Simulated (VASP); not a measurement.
Here is a VASP 6.6.1 calculation.

Contents of INCAR:

```
PREC = Accurate
ENCUT = 520
EDIFF = 1E-7
ISMEAR = 0
SIGMA = 0.05
LREAL = F
LASPH = T
NELM = 100
ALGO = Normal
ISIF = 2
LWAVE = F
LCHARG = T
GGA = PS
LELF = T
LVHAR = T
ISYM = 0
NBANDS = 16
```

Contents of KPOINTS:

```
Automatic mesh
0
Gamma
  9 9 8
```

POSCAR

```
MgS
1.0
    0.0000000000     -2.7552478472     -2.7552478472
   -2.7552478472      0.0000000000     -2.7552478472
    2.7552478472      2.7552478472     -5.5104956944
Mg S
2 2
Direct
    0.0034727112      0.0034727112     -0.0104196587
    0.4965272888      0.4965272888      0.5104196587
    0.3765685810      0.3765685810      0.8702954498
    0.8734314190      0.8734314190      0.3797045502
```

Potentials or basis: VASP PAW PBE potentials, release 64 (Mg, S).

Command:

```bash
$ cat potpaw_PBE.64/Mg/POTCAR potpaw_PBE.64/S/POTCAR > POTCAR
$ mpirun -np 1 vasp_std > vasp.out
```

(1) What does it give for the band gap on the k mesh?

(2) What does it give for the largest force?

Answers

(1) 3.54 eV.

(2) 0.974 eV/Å.

Caveat: the cell differs from its parent crystal (atoms displaced along a vibrational mode, the cell strained); the PAW data sets were made with another functional, which shifts forces and pressure a little.
